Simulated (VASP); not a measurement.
# CaS (m.gw) (I4/mmm) in VASP: single point with PBE

Aim: the single point of CaS (m.gw) with PBE.

Program: VASP 6.6.1. These are calculated values, not measurements. Logs are shortened: lines on timing, memory, paths and dates and some standing lists are left out, and cuts for length are marked.

### 1 The cell of the first run

The typed cell holds 4 atoms: a = 4.033 Å, b = 4.033 Å, c = 5.714 Å, α = 90.00°, β = 90.00°, γ = 90.00°.

### 2 Single point, PBE

INCAR

```
ALGO = Normal
EDIFF = 1E-6
ENCUT = 500
GGA = PE
GGA_COMPAT = False
ISIF = 2
ISMEAR = 0
LASPH = True
LCHARG = False
LREAL = False
LWAVE = False
NBANDS = 24
NELM = 120
PREC = Accurate
SIGMA = 0.01
```

KPOINTS

```
k-points
0
Gamma
  4 4 2
```

POSCAR

```
CaS
1.0
    4.0331831079      0.0000000000      0.0000000000
    0.0000000000      4.0331831079      0.0000000000
    0.0000000000      0.0000000000      5.7136266435
Ca S
2 2
Direct
    0.0000000000      0.0000000000      0.0000000000
    0.5000000000      0.5000000000      0.5000000000
    0.5000000000      0.5000000000      0.0000000000
    0.0000000000      0.0000000000      0.5000000000
```

Potentials or basis: VASP PAW PBE potentials, release 64 (Ca_sv, S).

Launch:

```console
cat potpaw_PBE.64/Ca_sv/POTCAR potpaw_PBE.64/S/POTCAR > POTCAR
mpirun -np 1 vasp_std > vasp.out
```

OUTCAR:

```text
EDIFF = 1E-6
   ENCUT = 500
   GGA = PE
   ISIF = 2
   ISMEAR = 0
   LASPH = True
   LREAL = False
   NELM = 120
   PREC = Accurate

 ion  position               nearest neighbor table
   1  0.000  0.000  0.000-   3 2.85   3 2.85   3 2.85   3 2.85   4 2.86   4 2.86
   2  0.500  0.500  0.500-   4 2.85   4 2.85   4 2.85   4 2.85   3 2.86   3 2.86
   3  0.500  0.500  0.000-   1 2.85   1 2.85   1 2.85   1 2.85   2 2.86   2 2.86
   4  0.000  0.000  0.500-   2 2.85   2 2.85   2 2.85   2 2.85   1 2.86   1 2.86

  LATTYP: Found a simple tetragonal cell.
 ALAT       =     4.0331831079
 C/A-ratio  =     1.4166544118

  Lattice vectors:

 A1 = (   4.0331831079,   0.0000000000,   0.0000000000)
 A2 = (   0.0000000000,   4.0331831079,   0.0000000000)
 A3 = (   0.0000000000,   0.0000000000,   5.7136266435)

Analysis of symmetry for initial positions (statically):
=====================================================================
 Subroutine PRICEL returns following result:

  LATTYP: Found a body centered tetragonal cell.
 ALAT       =     4.0331831079
 C/A-ratio  =     1.4166544118

  Lattice vectors:

 A1 = (   2.0165915540,  -2.0165915540,  -2.8568133217)
 A2 = (  -2.0165915540,   2.0165915540,  -2.8568133218)
 A3 = (   2.0165915540,   2.0165915540,   2.8568133218)

   2 primitive cells build up your supercell.

 Routine SETGRP: Setting up the symmetry group for a
 simple tetragonal supercell.

 Subroutine GETGRP returns: Found 16 space group operations
 (whereof 16 operations were pure point group operations)
 out of a pool of 16 trial point group operations.

The static configuration has the point symmetry D_4h.

Analysis of symmetry for dynamics (positions and initial velocities):
=====================================================================
 Subroutine PRICEL returns following result:

  LATTYP: Found a body centered tetragonal cell.
 ALAT       =     4.0331831079
 C/A-ratio  =     1.4166544118

  Lattice vectors:

 A1 = (   2.0165915540,  -2.0165915540,  -2.8568133217)
 A2 = (  -2.0165915540,   2.0165915540,  -2.8568133218)
 A3 = (   2.0165915540,   2.0165915540,   2.8568133218)

   2 primitive cells build up your supercell.

 Routine SETGRP: Setting up the symmetry group for a
 simple tetragonal supercell.

 Subroutine GETGRP returns: Found 16 space group operations
 (whereof 16 operations were pure point group operations)
 out of a pool of 16 trial point group operations.

The dynamic configuration has the point symmetry D_4h.

 Subroutine INISYM returns: Found 16 space group operations
 (whereof 16 operations are pure point group operations),
 and found     2 'primitive' translations

----------------------------------------------------------------------------------------

                                     Primitive cell

  volume of cell :      46.4705

  direct lattice vectors                    reciprocal lattice vectors
     2.016591554 -2.016591554 -2.856813322     0.247943119  0.000000000 -0.175020186
    -2.016591554  2.016591554 -2.856813322     0.000000000  0.247943119 -0.175020186
     2.016591554  2.016591554  2.856813322     0.247943119  0.247943119  0.000000000

  length of vectors
     4.036665127  4.036665127  4.036665127     0.303492761  0.303492761  0.350644522

  position of ions in fractional coordinates (direct lattice)
     0.000000000  0.000000000  0.000000000
     0.500000000  0.500000000  0.000000000

  ion indices of the primitive-cell ions
   primitive index   ion index
                 1           1
                 2           4

----------------------------------------------------------------------------------------

 KPOINTS: k-points

Automatic generation of k-mesh.
 Grid dimensions read from file:
 generate k-points for:    4    4    2

 Generating k-lattice:

  Cartesian coordinates                     Fractional coordinates (reciprocal lattice)
     0.061985780  0.000000000  0.000000000     0.250000000  0.000000000  0.000000000
     0.000000000  0.061985780  0.000000000     0.000000000  0.250000000  0.000000000
     0.000000000  0.000000000  0.087510093     0.000000000  0.000000000  0.500000000

  Length of vectors
     0.061985780  0.061985780  0.087510093

  Shift w.r.t. Gamma in fractional coordinates (k-lattice)
     0.000000000  0.000000000  0.000000000

 Subroutine IBZKPT returns following result:
 ===========================================

 Found     12 irreducible k-points:

 Following reciprocal coordinates:
            Coordinates               Weight
  0.000000  0.000000  0.000000      1.000000
  0.250000  0.000000  0.000000      4.000000
  0.500000  0.000000  0.000000      2.000000
  0.250000  0.250000  0.000000      4.000000
  0.500000  0.250000  0.000000      4.000000
  0.500000  0.500000  0.000000      1.000000
  0.000000  0.000000  0.500000      1.000000
  0.250000  0.000000  0.500000      4.000000
  0.500000  0.000000  0.500000      2.000000
  0.250000  0.250000  0.500000      4.000000
  0.500000  0.250000  0.500000      4.000000
  0.500000  0.500000  0.500000      1.000000
   k-points           NKPTS =     12   k-points in BZ     NKDIM =     12   number of bands    NBANDS=     24
   number of dos      NEDOS =    301   number of ions     NIONS =      4
   total plane-waves  NPLWV =  37800
   dimension x,y,z NGX =    30 NGY =   30 NGZ =   42
   dimension x,y,z NGXF=    60 NGYF=   60 NGZF=   84
   ions per type =               2   2
   NGX,Y,Z   is equivalent  to a cutoff of  12.37, 12.37, 12.22 a.u.
   NGXF,Y,Z  is equivalent  to a cutoff of  24.73, 24.73, 24.44 a.u.
 SYSTEM =  unknown system
   PREC   = accura    normal or accurate (medium, high low for compatibility)
   ISTART =      0    job   : 0-new  1-cont  2-samecut
   ICHARG =      2    charge: 1-file 2-atom 10-const
   ISPIN  =      1    spin polarized calculation?
   LNONCOLLINEAR =      F non collinear calculations
   LSORBIT =      F    spin-orbit coupling
   LASPH  =      T    aspherical Exc in radial PAW
   ENCUT  =  500.0 eV  36.75 Ry    6.06 a.u.   7.35  7.35 10.42*2*pi/ulx,y,z
   NELM   =    120;   NELMIN=  2; NELMDL= -5     # of ELM steps
   EDIFF  = 0.1E-05   stopping-criterion for ELM
   LREAL  =      F    real-space projection
[... 7 lines left out ...]
   TEBEG  =    0.0;   TEEND  =   0.0 temperature during run
   PSTRESS=    0.0 pullay stress
   NELECT =      32.0000    total number of electrons
   NUPDOWN=      -1.0000    fix difference up-down
   EMIN   =  10.00;   EMAX   =-10.00  energy-range for DOS
   EFERMI =   0.00;   METHOD = LEGACY
   ISMEAR =     0;   SIGMA  =   0.01  broadening in eV -4-tet -1-fermi 0-gaus
   EFERMI_NEDOS =   21; number of points for ismear=-14 and -15
   IALGO  =     38    algorithm
   IMIX   =      4    mixing-type and parameters
     AMIX     =   0.40;   BMIX     =  1.00
     AMIX_MAG =   1.60;   BMIX_MAG =  1.00
  volume/ion in A,a.u.               =      23.24       156.80
  Fermi-wavevector in a.u.,A,eV,Ry     =   1.147420  2.168309 17.913044  1.316572
  Thomas-Fermi vector in A             =   2.284099
   LORBIT       =      0    0 simple, 1 ext, 2 COOP (PROOUT), +10 PAW based schemes
   GGA     = PE    functional components
   LHFCALC =     F    Hartree Fock is set to
   AEXX    =    0.0000 exact exchange contribution
   IVDW    =     0    specifies the selected vdW correction
   LEPSILON=     F    determine dielectric tensor
   LRPA    =     F    only Hartree local field effects (RPA)
 non-spin polarized calculation
 Gauss-broadening in eV      SIGMA  =   0.01
  energy-cutoff  :      500.00
  volume of cell :       92.94
 maximum number of plane-waves:      2405
 NGX is ok and might be reduce to    30
   NGX = 15   NGY = 15   NGZ = 21

 number of electron      31.9999996 magnetization

 Free energy of the ion-electron system (eV)
  ---------------------------------------------------
  ext. energy  EPLUGINS =         0.00000000
  ---------------------------------------------------
  free energy    TOTEN  =       -20.68277671 eV

  energy without entropy =      -20.68277671  energy(sigma->0) =      -20.68277671

 E-fermi :   2.8399     XC(G=0):  -9.2873

 val. band max:        2.6946977976   @ k =   0.0000   0.0000   0.0000
 cond. band min:       5.0506021436   @ k =   0.5000   0.5000   0.0000
 fundamental gap:      2.3559043460
 Fermi energy:         2.8398726920

 k-point     1 :       0.0000    0.0000    0.0000
  band No.  band energies     occupation
      1     -36.5510      2.00000
      2     -36.5367      2.00000
      3     -17.6501      2.00000
      4     -17.5752      2.00000
      5     -17.5752      2.00000
      6     -17.5315      2.00000
[... 16 lines left out ...]
     23       7.4341      0.00000
     24       8.2649      0.00000

 k-point     2 :       0.2500    0.0000    0.0000
  band No.  band energies     occupation
      1     -36.5470      2.00000
      2     -36.5369      2.00000
      3     -17.6296      2.00000
      4     -17.6131      2.00000
      5     -17.5809      2.00000
      6     -17.5630      2.00000
[... 16 lines left out ...]
     23       8.8025      0.00000
     24       8.9626      0.00000

 k-point     3 :       0.5000    0.0000    0.0000
  band No.  band energies     occupation
      1     -36.5401      2.00000
      2     -36.5401      2.00000
      3     -17.6416      2.00000
      4     -17.6416      2.00000
      5     -17.5845      2.00000
      6     -17.5845      2.00000
[... 16 lines left out ...]
     23       8.7082      0.00000
     24       8.7082      0.00000
[... 190 lines left out ...]
 k-point    11 :       0.5000    0.2500    0.5000
  band No.  band energies     occupation
      1     -36.5383      2.00000
      2     -36.5383      2.00000
      3     -17.6609      2.00000
      4     -17.6609      2.00000
      5     -17.5764      2.00000
      6     -17.5764      2.00000
[... 16 lines left out ...]
     23       9.4078      0.00000
     24       9.4095      0.00000

 k-point    12 :       0.5000    0.5000    0.5000
  band No.  band energies     occupation
      1     -36.5365      2.00000
      2     -36.5365      2.00000
      3     -17.6115      2.00000
      4     -17.6115      2.00000
      5     -17.6115      2.00000
      6     -17.6115      2.00000
[... 16 lines left out ...]
     23       9.0816      0.00000
     24       9.0816      0.00000

------------------------ aborting loop because EDIFF is reached ----------------------------------------

  FORCE on cell =-STRESS in cart. coord.  units (eV):
  Direction    XX          YY          ZZ          XY          YZ          ZX
  --------------------------------------------------------------------------------------
  -------------------------------------------------------------------------------------
  Total        0.2017523      0.2017523      0.4518640      0.0000000      0.0000000      0.0000000
  in kB        3.4779346      3.4779346      7.7895173      0.0000000      0.0000000      0.0000000
  external PRESSURE =       4.9151288 kB  Pullay stress =       0.0000000 kB

 VOLUME and BASIS-vectors are now :
 -----------------------------------------------------------------------------
  energy-cutoff  :      500.00
  volume of cell :       92.94
      direct lattice vectors                 reciprocal lattice vectors
     4.033183108  0.000000000  0.000000000     0.247943119  0.000000000  0.000000000
     0.000000000  4.033183108  0.000000000     0.000000000  0.247943119  0.000000000
     0.000000000  0.000000000  5.713626643     0.000000000  0.000000000  0.175020186

 POSITION                                       TOTAL-FORCE (eV/Angst)
 -----------------------------------------------------------------------------------
      0.00000      0.00000      0.00000        -0.000000      0.000000      0.000000
      2.01659      2.01659      2.85681        -0.000000      0.000000      0.000000
      2.01659      2.01659      0.00000         0.000000      0.000000     -0.000000
      0.00000      0.00000      2.85681        -0.000000     -0.000000      0.000000
 -----------------------------------------------------------------------------------
    total drift:                                0.000000      0.000000      0.000000

  FREE ENERGIE OF THE ION-ELECTRON SYSTEM (eV)
  ---------------------------------------------------
  free  energy   TOTEN  =       -20.6827767092 eV

  energy  without entropy=      -20.6827767092  energy(sigma->0) =      -20.68277671
```

Wall time 47 s (1 thread of Intel Xeon 8259CL, shared host); peak memory 0.19 GiB.

What came out:

```yaml
Free_energy: -20.6828 eV
Pressure: 0.5 GPa
Band_gap_on_the_k_mesh: 2.36 eV
```

Stress tensor (GPa, compression positive):
```
0.35 0.00 0.00
0.00 0.35 0.00
0.00 0.00 0.78
```

Caveat: the k points lie up to 0.55 Å⁻¹ apart. A k mesh can miss the band edges.
